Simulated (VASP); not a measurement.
# KCl (Fm-3m) in VASP: a series of runs, part 2 of 2

VASP 6.6.1.

## Step 4: Phonons, r2SCAN

This run uses another cell than the first one, of 25.13 Å³/atom.

INCAR reads:

```
SYSTEM = KCl
PREC     = Accurate       ! precision mode
ENCUT    = 520            ! plane-wave cutoff, eV
EDIFF    = 1E-8           ! SCF threshold, eV
ISMEAR   = 0              ! smearing method
SIGMA    = 0.01           ! smearing width, eV
LREAL    = .False.        ! projectors in reciprocal space
LASPH    = .True.         ! aspherical terms in the spheres
NELM     = 100            ! most SCF steps
ALGO     = Normal         ! electronic algorithm
ISIF     = 2              ! what is computed and relaxed
LWAVE    = .False.        ! write WAVECAR
LCHARG   = .False.        ! write CHGCAR
METAGGA  = R2SCAN         ! meta-GGA
LMIXTAU  = .True.       
IBRION   = 6              ! ionic algorithm
NFREE    = 2            
POTIM    = 0.015          ! step
NSW      = 1              ! ionic steps
```

KPOINTS reads:

```
Automatic mesh
0
Gamma
  6 6 6
  0 0 0
```

POSCAR reads:

```
KCl
1.0
    2.9291770775      2.9291770775      0.0000000000
   -2.9291770775      2.9291770775      0.0000000000
    0.0000000000      2.9291770775      2.9291770775
K Cl
1 1
Direct
    0.0000000000      0.0000000000      0.0000000000
    0.5000000000      0.5000000000      0.0000000000
```

Potentials or basis: VASP PAW PBE potentials, release 64 (K_sv, Cl).

Started as:

```sh
$ cat potpaw_PBE.64/K_sv/POTCAR potpaw_PBE.64/Cl/POTCAR > POTCAR
$ mpirun -np 1 vasp_std > vasp.out
```

OUTCAR:

```text
SYSTEM = KCl
   PREC = Accurate
   ENCUT = 520
   EDIFF = 1E-8
   ISMEAR = 0
   LREAL = .False.
   LASPH = .True.
   NELM = 100
   ISIF = 2
   METAGGA = R2SCAN
   IBRION = 6
   NFREE = 2
   POTIM = 0.015
   NSW = 1

 ion  position               nearest neighbor table
   1  0.000  0.000  0.000-   2 2.93   2 2.93   2 2.93   2 2.93   2 2.93   2 2.93
   2  0.500  0.500  0.000-   1 2.93   1 2.93   1 2.93   1 2.93   1 2.93   1 2.93

  LATTYP: Found a face centered cubic cell.
 ALAT       =     5.8583541550

  Lattice vectors:

 A1 = (   0.0000000000,   2.9291770775,   2.9291770775)
 A2 = (   2.9291770775,   0.0000000000,   2.9291770775)
 A3 = (   2.9291770775,   2.9291770775,   0.0000000000)

Analysis of symmetry for initial positions (statically):
=====================================================================
 Subroutine PRICEL returns:
 Original cell was already a primitive cell.

 Routine SETGRP: Setting up the symmetry group for a
 face centered cubic supercell.

 Subroutine GETGRP returns: Found 48 space group operations
 (whereof 48 operations were pure point group operations)
 out of a pool of 48 trial point group operations.

The static configuration has the point symmetry O_h .

Analysis of symmetry for dynamics (positions and initial velocities):
=====================================================================
 Subroutine PRICEL returns:
 Original cell was already a primitive cell.

 Routine SETGRP: Setting up the symmetry group for a
 face centered cubic supercell.

 Subroutine GETGRP returns: Found 48 space group operations
 (whereof 48 operations were pure point group operations)
 out of a pool of 48 trial point group operations.

The dynamic configuration has the point symmetry O_h .

 Subroutine INISYM returns: Found 48 space group operations
 (whereof 48 operations are pure point group operations),
 and found     1 'primitive' translations

----------------------------------------------------------------------------------------

                                     Primitive cell

  volume of cell :      50.2651

  direct lattice vectors                    reciprocal lattice vectors
     2.929177077  2.929177077  0.000000000     0.170696406  0.170696406 -0.170696406
    -2.929177077  2.929177077  0.000000000    -0.170696406  0.170696406 -0.170696406
     0.000000000  2.929177077  2.929177077     0.000000000  0.000000000  0.341392812

  length of vectors
     4.142481950  4.142481950  4.142481950     0.295654848  0.295654848  0.341392812

  position of ions in fractional coordinates (direct lattice)
     0.000000000  0.000000000  0.000000000
     0.500000000  0.500000000  0.000000000

  ion indices of the primitive-cell ions
   primitive index   ion index
[... 96 lines left out ...]
 finite differences with symmetry
 non-spin polarized calculation
 Gauss-broadening in eV      SIGMA  =   0.01
  energy-cutoff  :      520.00
  volume of cell :       50.27
 maximum number of plane-waves:      1363
   NGX = 15   NGY = 15   NGZ = 15

--------------------------------------- Ionic step        1  -------------------------------------------

 number of electron      16.0000001 magnetization

 Free energy of the ion-electron system (eV)
  ---------------------------------------------------
  ext. energy  EPLUGINS =         0.00000000
  ---------------------------------------------------
  free energy    TOTEN  =       -16.28829282 eV

  energy without entropy =      -16.28829282  energy(sigma->0) =      -16.28829282

------------------------ aborting loop because EDIFF is reached ----------------------------------------

  FORCE on cell =-STRESS in cart. coord.  units (eV):
  Direction    XX          YY          ZZ          XY          YZ          ZX
  --------------------------------------------------------------------------------------
  -------------------------------------------------------------------------------------
  Total        2.2056142      2.2056142      2.2056142     -0.0000000     -0.0000000      0.0000000
  in kB       70.3029018     70.3029018     70.3029018     -0.0000000     -0.0000000      0.0000000
  external PRESSURE =      70.3029018 kB  Pullay stress =       0.0000000 kB
[... 131 lines left out ...]
--------------------------------------- Ionic step        5  -------------------------------------------

 number of electron      16.0000001 magnetization

 Free energy of the ion-electron system (eV)
  ---------------------------------------------------
  ext. energy  EPLUGINS =         0.00000000
  ---------------------------------------------------
  free energy    TOTEN  =       -16.28788860 eV

  energy without entropy =      -16.28788860  energy(sigma->0) =      -16.28788860

 E-fermi :  -1.1807     XC(G=0):  -8.9524

 val. band max:       -1.2507932432   @ k =   0.0000   0.0000   0.0000
 cond. band min:       5.4564339562   @ k =   0.0000   0.0000   0.0000
 fundamental gap:      6.7072271993
 Fermi energy:        -1.1807491875

 k-point     1 :       0.0000    0.0000    0.0000
  band No.  band energies     occupation
      1     -29.0712      2.00000
      2     -14.2206      2.00000
      3     -11.7627      2.00000
      4     -11.7627      2.00000
      5     -11.7627      2.00000
      6      -1.2509      2.00000
      7      -1.2509      2.00000
      8      -1.2508      2.00000
      9       5.4564      0.00000
     10       7.7741      0.00000
     11       7.7742      0.00000
     12       7.7742      0.00000
[... 331 lines left out ...]
 k-point    24 :       0.0000    0.0000   -0.3333
  band No.  band energies     occupation
      1     -29.0407      2.00000
      2     -14.2312      2.00000
      3     -11.8558      2.00000
      4     -11.8553      2.00000
      5     -11.7785      2.00000
      6      -2.2106      2.00000
      7      -1.4694      2.00000
      8      -1.4690      2.00000
      9       5.8733      0.00000
     10       7.8926      0.00000
     11       9.8198      0.00000
     12      10.9891      0.00000

 [... further k-points ...]
[... 5 lines left out ...]
  --------------------------------------------------------------------------------------
  -------------------------------------------------------------------------------------
  Total        2.2100208      2.2050146      2.2050146      0.0000000      0.0000000     -0.0000000
  in kB       70.4433601     70.2837897     70.2837897      0.0000000      0.0000000     -0.0000000
  external PRESSURE =      70.3369799 kB  Pullay stress =       0.0000000 kB
[... 17 lines left out ...]
  FREE ENERGIE OF THE ION-ELECTRON SYSTEM (eV)
  ---------------------------------------------------
  free  energy   TOTEN  =       -16.2878886035 eV

  energy  without entropy=      -16.2878886035  energy(sigma->0) =      -16.28788860

 INTERNAL STRAIN TENSORS FROM DISPLACED ATOMS
 ============================================

 INTERNAL STRAIN TENSOR FOR ION    1 for displacements in x,y,z  (eV/Angst):
          X           Y           Z          XY          YZ          ZX
  --------------------------------------------------------------------------------
  x     0.00000     0.00000     0.00000     0.00000     0.00000     0.00000
  y     0.00000     0.00000     0.00000     0.00000     0.00000     0.00000
  z     0.00000     0.00000     0.00000     0.00000     0.00000     0.00000

 INTERNAL STRAIN TENSOR FOR ION    2 for displacements in x,y,z  (eV/Angst):
          X           Y           Z          XY          YZ          ZX
  --------------------------------------------------------------------------------
  x     0.00000     0.00000     0.00000     0.00000     0.00000     0.00000
  y     0.00000     0.00000     0.00000     0.00000     0.00000     0.00000
  z     0.00000     0.00000     0.00000     0.00000     0.00000     0.00000

 Eigenvectors and eigenvalues of the dynamical matrix
 ----------------------------------------------------

   1 f  =    6.779767 THz    42.598534 2PiTHz  226.148691 cm-1    28.038851 meV
             X         Y         Z           dx          dy          dz
      0.000000  0.000000  0.000000     0.000000    0.687638   -0.000000
      0.000000  2.929177  0.000000    -0.000000   -0.726054   -0.000000
[... 21 lines left out ...]
   6 f/i=    0.018385 THz     0.115515 2PiTHz    0.613251 cm-1     0.076033 meV
             X         Y         Z           dx          dy          dz
      0.000000  0.000000  0.000000     0.562568   -0.395307    0.233248
      0.000000  2.929177  0.000000     0.532801   -0.374391    0.220906

 ELASTIC MODULI CONTR FROM IONIC RELAXATION (kBar)
 Direction    XX          YY          ZZ          XY          YZ          ZX
 --------------------------------------------------------------------------------
 XX           0.0000      0.0000      0.0000      0.0000      0.0000      0.0000
 YY           0.0000      0.0000      0.0000      0.0000      0.0000      0.0000
 ZZ           0.0000      0.0000      0.0000      0.0000      0.0000      0.0000
 XY           0.0000      0.0000      0.0000      0.0000      0.0000      0.0000
 YZ           0.0000      0.0000      0.0000      0.0000      0.0000      0.0000
 ZX           0.0000      0.0000      0.0000      0.0000      0.0000      0.0000
 --------------------------------------------------------------------------------
```

It took 9.5 min on 1 thread of AMD EPYC 7R43 (Zen 3), shared host; peak memory 0.16 GiB.

Results:

```
Highest phonon frequency at Γ, LO-TO splitting left out : 226 cm⁻¹
```

Phonon frequencies in cm⁻¹ (negative: imaginary):
| q point | frequencies |
| --- | --- |
| (0.000, 0.000, 0.000) | -1 -1 -1 226 226 226 |

Caveat: the cell stands under pressure or tension, which shifts response properties; the PAW data sets were made with another functional, which shifts forces and pressure a little.
